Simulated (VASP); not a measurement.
Write the native input for VASP 6.6.1 that does the following.

```yaml
Task: single point
Functional: PBE
Dispersion: D3(BJ)
Potentials_or_basis: VASP PAW PBE potentials, release 64 (Si, C)
Cutoff: 520 eV
k_mesh: 12 × 12 × 2
Occupations: gaussian, width 0.02 eV
Spin: no spin polarisation
Dipole_correction: no
Further_INCAR_settings: ALGO = Normal; EDIFF = 1e-07; NBANDS = 36
```

The structure of SiC lies in POSCAR:

```
SiC
1.0
    3.0731337733      0.0000000000      0.0000000000
   -1.5365668867      2.6614119169      0.0000000000
    0.0000000000      0.0000000000     15.0787028268
Si C
6 6
Direct
    0.0000000000      0.0000000000      0.1250287970
    0.0000000000      0.0000000000      0.6250287970
    0.3333333333      0.6666666667      0.2918191940
    0.6666666667      0.3333333333      0.7918191940
    0.3333333333      0.6666666667      0.9583134221
    0.6666666667      0.3333333333      0.4583134221
    0.0000000000      0.0000000000     -0.0003070534
    0.0000000000      0.0000000000      0.4996929466
    0.3333333333      0.6666666667      0.1668274458
    0.6666666667      0.3333333333      0.6668274458
    0.3333333333      0.6666666667      0.8333181943
    0.6666666667      0.3333333333      0.3333181943
```

These files were run (other wordings do the same):

INCAR

```
SYSTEM = SiC
ALGO = Normal
EDIFF = 1E-7
ENCUT = 520
GGA = PE
ISIF = 2
ISMEAR = 0
IVDW = 12
LASPH = .True.
LCHARG = .False.
LREAL = .False.
LWAVE = .False.
NBANDS = 36
NELM = 80
PREC = Accurate
SIGMA = 0.02
```

KPOINTS

```
k-points
0
Gamma
  12 12 2
  0 0 0
```

Potentials or basis: VASP PAW PBE potentials, release 64 (Si, C).

Run with:

```sh
$ cat potpaw_PBE.64/Si/POTCAR potpaw_PBE.64/C/POTCAR > POTCAR
$ mpirun -np 1 vasp_std > vasp.out
```

Results of the run:

```
Pressure                   : -0.1 GPa
Band gap on the k mesh     : 2.02 eV (least direct gap 3.12 eV)
Dispersion energy per atom : -0.303 eV
```

Run time: 3.5 min on 1 thread of Intel Xeon 8259CL, with other jobs on the host, peak memory 0.31 GiB.
